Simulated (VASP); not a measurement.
# ZnS (R3m) in VASP: further runs, part 2 of 2

VASP 6.6.1.

### Step 3. Single point, LDA

This run uses another cell than the first one, of 20.34 Å³/atom, 1.040 times its volume.

INCAR

```
PREC = Accurate
ENCUT = 520
EDIFF = 1E-7
ISMEAR = 0
SIGMA = 0.01
LREAL = F
LASPH = T
NELM = 100
ALGO = Normal
ISIF = 2
LWAVE = F
LCHARG = F
NBANDS = 36
```

KPOINTS

```
Automatic mesh
0
Gamma
  6 6 6
```

POSCAR

```
ZnS
1.0
    1.9281142798      1.1131977502      9.4750140602
   -1.9281142798      1.1131977502      9.4750140602
    0.0000000000     -2.2263944872      9.4750140602
Zn S
3 3
Direct
    0.9999710000      0.9999710000      0.9999710000
    0.2222690000      0.2222690000      0.2222690000
    0.4446130000      0.4446130000      0.4446130000
    0.0832670000      0.0832670000      0.0832670000
    0.5278420000      0.5278420000      0.5278420000
    0.3053630000      0.3053630000      0.3053630000
```

Potentials or basis: VASP PAW LDA potentials, release 64 (Zn, S).

On the command line:

```sh
$ cat potpaw_LDA.64/Zn/POTCAR potpaw_LDA.64/S/POTCAR > POTCAR
$ mpirun -np 1 vasp_std > vasp.out
```

OUTCAR:

```text
PREC = Accurate
   ENCUT = 520
   EDIFF = 1E-7
   ISMEAR = 0
   LREAL = F
   LASPH = T
   NELM = 100
   ISIF = 2

 ion  position               nearest neighbor table
   1  1.000  1.000  1.000-   6 2.36   6 2.36   6 2.36   4 2.37
   2  0.222  0.222  0.222-   6 2.36   5 2.36   5 2.36   5 2.36
   3  0.445  0.445  0.445-   4 2.36   4 2.36   4 2.36   5 2.37
   4  0.083  0.083  0.083-   3 2.36   3 2.36   3 2.36   1 2.37
   5  0.528  0.528  0.528-   2 2.36   2 2.36   2 2.36   3 2.37
   6  0.305  0.305  0.305-   2 2.36   1 2.36   1 2.36   1 2.36

  LATTYP: Found a trigonal (rhomboedric) cell.
 ALAT       =     9.7330737872
 COS(alpha) =     0.9215133891

  Lattice vectors:

 A1 = (   1.9281142798,   1.1131977502,   9.4750140602)
 A2 = (  -1.9281142798,   1.1131977502,   9.4750140602)
 A3 = (   0.0000000000,  -2.2263944872,   9.4750140602)

Analysis of symmetry for initial positions (statically):
=====================================================================
 Subroutine PRICEL returns:
 Original cell was already a primitive cell.

 Routine SETGRP: Setting up the symmetry group for a
 trigonal (rhombohedral) supercell.

[... 171 lines left out ...]

  energy without entropy =      -24.39539116  energy(sigma->0) =      -24.39539116

 E-fermi :   1.7480     XC(G=0):  -9.8967

 val. band max:        1.6584909371   @ k =   0.0000   0.0000   0.0000
 cond. band min:       3.4522179407   @ k =   0.0000   0.0000   0.0000
 fundamental gap:      1.7937270036
 Fermi energy:         1.7479662268

 k-point     1 :       0.0000    0.0000    0.0000
  band No.  band energies     occupation
      1     -11.2609      2.00000
      2     -10.6227      2.00000
      3     -10.6128      2.00000
      4      -4.7315      2.00000
      5      -4.7225      2.00000
      6      -4.7225      2.00000
[... 925 lines left out ...]
     35       9.0245      0.00000
     36      10.0836      0.00000

 [... further k-points ...]
[... 5 lines left out ...]
  --------------------------------------------------------------------------------------
  -------------------------------------------------------------------------------------
  Total       -4.6826757     -4.6826767     -4.7057313      0.0000000     -0.0000002      0.0000000
  in kB      -61.4849174    -61.4849300    -61.7876445      0.0000000     -0.0000022      0.0000000
  external PRESSURE =     -61.5858306 kB  Pullay stress =       0.0000000 kB

 VOLUME and BASIS-vectors are now :
 -----------------------------------------------------------------------------
  energy-cutoff  :      520.00
  volume of cell :      122.02
      direct lattice vectors                 reciprocal lattice vectors
     1.928114280  1.113197750  9.475014060     0.259320729  0.149718877  0.035180241
    -1.928114280  1.113197750  9.475014060    -0.259320729  0.149718877  0.035180241
     0.000000000 -2.226394487  9.475014060     0.000000000 -0.299437754  0.035180258

 POSITION                                       TOTAL-FORCE (eV/Angst)
 -----------------------------------------------------------------------------------
      0.00000      0.00000     28.42422         0.000000     -0.000000     -0.007776
      0.00000      0.00000      6.31801         0.000000     -0.000000     -0.003488
      0.00000      0.00000     12.63814         0.000000     -0.000000     -0.020273
      0.00000      0.00000      2.36687         0.000000      0.000000      0.013756
      0.00000      0.00000     15.00393         0.000000      0.000000      0.006380
      0.00000      0.00000      8.67996         0.000000      0.000000      0.011402
 -----------------------------------------------------------------------------------
    total drift:                                0.000000      0.000002     -0.000240

  FREE ENERGIE OF THE ION-ELECTRON SYSTEM (eV)
  ---------------------------------------------------
  free  energy   TOTEN  =       -24.3953911646 eV

  energy  without entropy=      -24.3953911646  energy(sigma->0) =      -24.39539116
```

OSZICAR:

```text
N       E                     dE             d eps       ncg     rms          rms(c)
DAV:   1     0.407957270582E+03    0.40796E+03   -0.25233E+04  2304   0.179E+03
DAV:   2     0.250537544266E+02   -0.38290E+03   -0.36767E+03  2304   0.399E+02
DAV:   3    -0.237563489440E+02   -0.48810E+02   -0.48207E+02  2616   0.137E+02
DAV:   4    -0.256401064234E+02   -0.18838E+01   -0.18765E+01  2724   0.268E+01
DAV:   5    -0.256693131923E+02   -0.29207E-01   -0.29193E-01  2788   0.337E+00    0.113E+01
DAV:   6    -0.244229991246E+02    0.12463E+01   -0.26333E+00  3308   0.398E+01    0.865E+00
DAV:   7    -0.244303275945E+02   -0.73285E-02   -0.22927E+00  2540   0.733E+00    0.331E+00
DAV:   8    -0.243961714101E+02    0.34156E-01   -0.11911E-01  3032   0.287E+00    0.811E-01
DAV:   9    -0.243952443131E+02    0.92710E-03   -0.24169E-02  3088   0.190E+00    0.293E-01
DAV:  10    -0.243953574057E+02   -0.11309E-03   -0.11686E-03  3268   0.430E-01    0.170E-01
DAV:  11    -0.243954060303E+02   -0.48625E-04   -0.16636E-04  2680   0.330E-01    0.916E-02
DAV:  12    -0.243953905156E+02    0.15515E-04   -0.79846E-05  2804   0.282E-01    0.243E-02
DAV:  13    -0.243953907624E+02   -0.24677E-06   -0.18345E-05  2864   0.448E-02    0.856E-03
DAV:  14    -0.243953910797E+02   -0.31731E-06   -0.21220E-06  2660   0.190E-02    0.584E-03
DAV:  15    -0.243953911646E+02   -0.84872E-07   -0.63437E-07  2596   0.187E-02
   1 F= -.24395391E+02 E0= -.24395391E+02  d E =-.889257E-39
```

stdout:

```text
POSCAR found type information on POSCAR ZnS
 POSCAR found :  2 types and       6 ions
 scaLAPACK will be used
 LDA part: xc-table for (Slater(with rela. corr.)+CA(PZ))
 , standard interpolation
 POSCAR, INCAR and KPOINTS ok, starting setup
 FFT: planning ... GRIDC
 FFT: planning ... GRID_SOFT
 FFT: planning ... GRID
 WAVECAR not read
 entering main loop
```

Wall time 6.4 min (1 thread of Intel Xeon 6975P-C (Granite Rapids), shared host); peak memory 0.52 GiB.

What came out:

| Quantity | Value |
| --- | --- |
| Free energy | -24.3954 eV |
| Pressure | -6.2 GPa |
| Largest force | 0.020 eV/Å |
| Band gap on the k mesh | 1.79 eV, direct |

Forces in eV/Å, atoms in the order of the input:
```
Zn   0.000  0.000 -0.008
Zn   0.000  0.000 -0.003
Zn   0.000  0.000 -0.020
S    0.000  0.000  0.014
S    0.000  0.000  0.006
S    0.000  0.000  0.011
```

Levels at points of the mesh, in eV from the valence-band top:
```csv
k point,band 23,band 24,band 25,band 26,band 27,band 28,band 29,band 30,band 31,band 32
"(0.00, 0.00, 0.00)",-0.65,-0.65,-0.06,0.00,0.00,1.79,3.05,3.19,6.20,6.20
"(0.50, 0.00, 0.00)",-2.08,-1.86,-1.84,-1.25,-0.84,3.13,3.69,3.85,4.70,5.14
"(0.50, 0.50, 0.00)",-2.14,-1.81,-1.22,-1.21,-1.21,3.11,3.47,4.05,4.75,5.66
"(0.50, 0.50, 0.50)",-0.85,-0.24,-0.24,-0.23,-0.23,2.91,2.95,3.08,6.07,6.15
```
